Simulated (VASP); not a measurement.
## Ba8Ti8O23 (a cell with a defect): single point with PBE

Ba8Ti8O23 (a cell with a defect):

```
CELL_PARAMETERS angstrom
7.96820 0.00000 0.00000
0.00000 5.67410 5.69160
0.00000 -5.67410 5.69160
ATOMIC_POSITIONS crystal
Ba 0.00601 0.99722 0.00436
Ba 0.00373 0.99803 0.50154
Ba 0.00475 0.50819 0.00437
Ba 0.00245 0.50873 0.50369
Ba 0.49020 0.99702 0.00368
Ba 0.49141 0.99750 0.50100
Ba 0.49369 0.50652 0.00215
Ba 0.49257 0.50908 0.50215
Ti 0.24315 0.26002 0.25741
Ti 0.24048 0.25850 0.76206
Ti 0.24253 0.75991 0.25889
Ti 0.24322 0.75894 0.75736
Ti 0.74617 0.26009 0.27241
Ti 0.74205 0.25108 0.72950
Ti 0.74271 0.76393 0.25965
Ti 0.74550 0.76611 0.76724
O 0.99514 0.24543 0.23642
O 0.25138 0.24487 0.48774
O 0.25184 0.49102 0.24878
O 0.00095 0.23841 0.75202
O 0.25121 0.24600 0.99221
O 0.25100 0.48986 0.74419
O 0.00490 0.74666 0.24705
O 0.25164 0.74681 0.49334
O 0.25152 0.99239 0.24697
O 0.00083 0.74440 0.74561
O 0.25176 0.74737 0.99190
O 0.25204 0.98909 0.74465
O 0.51259 0.24499 0.23510
O 0.74977 0.25735 0.50051
O 0.75226 0.48595 0.23718
O 0.50838 0.23881 0.75332
O 0.75405 0.46710 0.78939
O 0.50546 0.74684 0.24694
O 0.75239 0.74576 0.49236
O 0.75215 0.00006 0.24187
O 0.50886 0.74361 0.74567
O 0.75240 0.75057 0.99559
O 0.75264 0.00039 0.76353
```

```
Program             : VASP 6.6.1
Task                : single point
Functional          : PBE
Potentials or basis : VASP PAW PBE potentials, release 64 (Ba_sv, Ti_sv, O)
Cutoff              : 520 eV
k mesh              : 2 × 2 × 2
Occupations         : gaussian, width 0.02 eV
Spin                : no spin polarisation
```

The largest force is 0.559 eV/Å.

Forces on the atoms (eV/Å):
```
Ba  -0.047  0.006 -0.031
Ba  -0.064 -0.002  0.011
Ba  -0.027 -0.011 -0.056
Ba  -0.060 -0.052 -0.048
Ba   0.055  0.013 -0.032
Ba   0.061  0.000  0.017
Ba   0.025 -0.020 -0.040
Ba   0.064 -0.061 -0.046
Ti  -0.021 -0.013 -0.080
Ti   0.022 -0.016 -0.075
Ti   0.008 -0.028 -0.078
Ti   0.000 -0.009 -0.074
Ti   0.001 -0.049 -0.075
Ti   0.069 -0.019  0.013
Ti   0.027  0.015 -0.101
Ti  -0.003 -0.056 -0.103
O    0.008 -0.016  0.021
O   -0.006 -0.054  0.068
O    0.005  0.023  0.035
O   -0.086 -0.024  0.106
O   -0.002 -0.036  0.053
O    0.004  0.000  0.045
O   -0.021 -0.024  0.012
O    0.000 -0.039  0.042
O    0.004  0.007  0.045
O    0.024  0.003  0.042
O    0.004 -0.062  0.029
O   -0.009  0.034  0.078
O   -0.010 -0.008  0.012
O   -0.015 -0.038 -0.063
O    0.013  0.014  0.018
O    0.003 -0.033  0.095
O   -0.011  0.555 -0.067
O   -0.022 -0.022  0.010
O    0.008 -0.038  0.071
O    0.016  0.038  0.058
O   -0.031  0.014  0.053
O    0.008 -0.043  0.034
O    0.006  0.049  0.004
```

Levels at points of the mesh, in eV from the Fermi level:
```tsv
k point	band 153	band 154	band 155	band 156	band 157	band 158	band 159	band 160
(0.00, 0.00, 0.00)	-0.23	-0.17	-0.14	-0.09	2.11	2.23	2.32	2.36
(0.50, 0.00, 0.00)	-0.53	-0.51	-0.49	-0.23	2.28	2.38	2.48	2.69
(0.00, 0.50, 0.00)	-0.59	-0.52	-0.47	-0.14	2.16	2.29	2.48	2.61
(0.00, 0.00, 0.50)	-0.60	-0.56	-0.14	-0.12	2.22	2.35	2.47	2.58
(0.50, 0.50, 0.00)	-0.61	-0.58	-0.56	-0.49	2.42	2.46	2.72	2.80
(0.50, 0.00, 0.50)	-0.62	-0.60	-0.55	-0.49	2.40	2.62	2.81	2.83
(0.00, 0.50, 0.50)	-0.65	-0.62	-0.55	-0.49	2.36	2.60	2.85	2.90
(0.50, 0.50, 0.50)	-0.68	-0.65	-0.61	-0.55	2.40	2.69	2.89	2.93
```

Wall time 13 min on 4 MPI ranks on Intel(R) Xeon(R) Platinum 8259CL CPU @ 2.50GHz (Skylake/Cascade Lake) (shared host), peak memory 0.49 GiB a rank.

Caveat: the cell carries a net charge on a neutralising background, which shifts energy and pressure; the cell is charged against a uniform background, so pressure and absolute levels hang on convention; spin-orbit coupling is left out, which moves the levels of the heavy elements.
